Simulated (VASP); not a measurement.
A run of VASP 6.6.1:

Contents of INCAR:

```
SYSTEM = C
PREC     = Accurate       ! precision mode
ENCUT    = 520            ! plane-wave cutoff, eV
EDIFF    = 1E-6           ! SCF threshold, eV
ISMEAR   = 0              ! smearing method
SIGMA    = 0.1            ! smearing width, eV
LREAL    = .False.        ! projectors in reciprocal space
LASPH    = .True.         ! aspherical terms in the spheres
NELM     = 60             ! most SCF steps
ALGO     = Normal         ! electronic algorithm
ISIF     = 2              ! what is computed and relaxed
LWAVE    = .False.        ! write WAVECAR
LCHARG   = .True.         ! write CHGCAR
GGA      = PE             ! functional
LELF     = .True.         ! ELF
LVHAR    = .True.       
NBANDS   = 26             ! bands
```

Contents of KPOINTS:

```
Automatic mesh
0
Gamma
  6 4 4
  0 0 0
```

File POSCAR:

```
C
1.0
   -2.5118344544     -0.0000015857     -0.0000027940
   -0.0000058690     -0.0000444047     -4.1800405909
   -0.0000023087     -4.3498401763     -0.0000459481
C
8
Direct
    0.5000024627      0.4372761735      0.8333223138
    0.9999956229      0.4372777150      0.3333216104
    0.0000037880      0.9372756703      0.6666760712
    0.4999960341      0.9372774440      0.1666762672
    0.5000038554      0.0627219672      0.8333243788
    0.9999966203      0.0627242828      0.3333246136
    0.0000045147      0.5627224750      0.6666767919
    0.4999971016      0.5627242722      0.1666779532
```

Potentials or basis: VASP PAW PBE potentials, release 64 (C).

Launch:

```console
$ cat potpaw_PBE.64/C/POTCAR > POTCAR
$ mpirun -np 1 vasp_std > vasp.out
```

Hardware: 1 thread of Intel(R) Xeon(R) Platinum 8488C (Sapphire Rapids) (shared host).

Problem. Estimate the wall time of this run.

Solution. Wall time 24 s on 1 thread of Intel(R) Xeon(R) Platinum 8488C (Sapphire Rapids) (shared host), peak memory 0.16 GiB. Counts: scf iterations 11, k points 40.
